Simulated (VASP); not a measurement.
A run of VASP 6.6.1:

The input INCAR:

```
SYSTEM = BP2
PREC = Accurate
ENCUT = 520
EDIFF = 1E-6
ISMEAR = 0
SIGMA = 0.1
LREAL = .False.
LASPH = .True.
NELM = 80
ALGO = Normal
ISIF = 2
LWAVE = .False.
LCHARG = .False.
GGA = PE
NBANDS = 22
```

Contents of KPOINTS:

```
regular mesh
0
Gamma
  6 6 6
  0 0 0
```

Contents of POSCAR:

```
BP2
1.0
   -2.7347932110      2.7347932110      2.3042027922
    2.7347932110     -2.7347932110      2.3042027922
    2.7347932110      2.7347932110     -2.3042027922
B P
2 4
Direct
    0.2500000000      0.2500000000      0.0000000000
    0.7500000000      0.7500000000      0.0000000000
    0.6667156665      0.1667156665      0.8334313329
    0.1667156665      0.3332843335      0.5000000000
    0.3332843335      0.8332843335      0.1665686671
    0.8332843335      0.6667156665      0.5000000000
```

Potentials or basis: VASP PAW PBE potentials, release 64 (B, P).

The run is started by

```console
$ cat potpaw_PBE.64/B/POTCAR potpaw_PBE.64/P/POTCAR > POTCAR
$ mpirun -np 1 vasp_std > vasp.out
```

Hardware: 1 thread of Intel(R) Xeon(R) 6975P-C (Granite Rapids), on a shared host.

Task: How long does it take, and how much memory?

Result: Run time: 17 s on 1 thread of Intel(R) Xeon(R) 6975P-C (Granite Rapids), with other jobs on the host, peak memory 0.2 GiB. Counts: scf iterations 11, k points 30.
